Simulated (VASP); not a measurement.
Cs: single point with PBEsol

Cs:

```
Cs
1.0
     0.00000    5.60356    5.60356
     5.60356    0.00000    5.60356
     5.60356    5.60356    0.00000
Cs
2
Direct
  0.12500 0.12500 0.12500
  0.87500 0.87500 0.87500
```

This isn't the form of Cs at room conditions, which is bcc.

```
Program             : VASP 6.6.1
Task                : single point
Functional          : PBEsol
Potentials or basis : VASP PAW PBE potentials, release 64 (Cs_sv)
Cutoff              : 520 eV
k mesh              : 6 × 6 × 6
Occupations         : fermi-dirac, width 0.1 eV
Spin                : no spin polarisation
```

```yaml
Pressure: 0.0 GPa
Band_gap_on_the_k_mesh: zero (bands 9 and 10 overlap by 0.07 eV)
```

Levels at points of the mesh, in eV from the Fermi level:
| k point | band 6 | band 7 | band 8 | band 9 | band 10 | band 11 | band 12 | band 13 |
| --- | --- | --- | --- | --- | --- | --- | --- | --- |
| (0.00, 0.00, 0.00) | -11.03 | -11.03 | -11.03 | -1.33 | 1.36 | 1.36 | 1.38 | 1.38 |
| (0.50, 0.00, 0.00) | -11.04 | -11.02 | -11.02 | -0.54 | 0.05 | 1.15 | 1.15 | 1.29 |
| (0.50, 0.50, 0.00) | -11.09 | -11.01 | -11.01 | 0.03 | 0.03 | 0.66 | 0.66 | 1.50 |

Wall time 2.7 min on 1 thread of Intel(R) Xeon(R) Platinum 8375C CPU @ 2.90GHz (Ice Lake) (shared host), peak memory 0.49 GiB.

Caveat: the PAW data sets were made with another functional, which shifts forces and pressure a little; spin-orbit coupling is left out, which moves the levels of the heavy elements.
